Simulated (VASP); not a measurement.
Write the native input for VASP 6.6.1 that does the following.

| Property | Result |
| --- | --- |
| Task | relaxation of the atoms |
| Functional | PBEsol |
| Potentials or basis | VASP PAW PBE potentials, release 64 (Te, Pb_d) |
| Cutoff | 450 eV |
| k mesh | 9 × 9 × 9 |
| Occupations | fermi-dirac, width 0.05 eV |
| Spin | no spin polarisation |
| Dipole correction | no |
| Further INCAR settings | ALGO = Normal; EDIFF = 1e-07; IBRION = 2; EDIFFG = -0.01; NSW = 50 |

The structure of TePb lies in POSCAR:

```
TePb
1.0
    3.8641656126      0.0000000000      0.0000000000
    0.0000000000      3.8641656126      0.0000000000
    0.0000000000      0.0000000000      3.8641656126
Te Pb
1 1
Direct
    0.5000000000      0.5000000000      0.5000000000
    0.0000000000      0.0000000000      0.0000000000
```

These files were run (other wordings do the same):

INCAR

```
SYSTEM = TePb
PREC     = Accurate       ! precision mode
ENCUT    = 450            ! plane-wave cutoff, eV
EDIFF    = 1E-7           ! SCF threshold, eV
ISMEAR   = -1             ! smearing method
SIGMA    = 0.05           ! smearing width, eV
LREAL    = .FALSE.        ! projectors in reciprocal space
LASPH    = .TRUE.         ! aspherical terms in the spheres
NELM     = 120            ! most SCF steps
ALGO     = Normal         ! electronic algorithm
ISIF     = 2              ! what is computed and relaxed
LWAVE    = .FALSE.        ! write WAVECAR
LCHARG   = .FALSE.        ! write CHGCAR
GGA      = PS             ! functional
IBRION   = 2              ! ionic algorithm
NSW      = 50             ! ionic steps
EDIFFG   = -0.01          ! ionic threshold
GGA_COMPAT= .FALSE.      
NELMIN   = 4
```

KPOINTS

```
regular mesh
0
G
  9 9 9
  0 0 0
```

Potentials or basis: VASP PAW PBE potentials, release 64 (Te, Pb_d).

Run with:

```bash
$ cat potpaw_PBE.64/Te/POTCAR potpaw_PBE.64/Pb_d/POTCAR > POTCAR
$ mpirun -np 1 vasp_std > vasp.out
```

Results of the run:

```
Pressure after relaxing : 2.1 GPa
Band gap on the k mesh  : zero (band 10 reaches 7.72 eV, above the bottom of band 11 at 6.39 eV)
```

Caveat: the relaxation stopped at its first step, so nothing moved; the PAW data sets were made with another functional, which shifts forces and pressure a little; spin-orbit coupling is left out, which moves the levels of the heavy elements.

Wall time 14 s on 1 thread of AMD EPYC 9R45 96-Core Processor (Zen 5), on a shared host, peak memory 0.14 GiB.
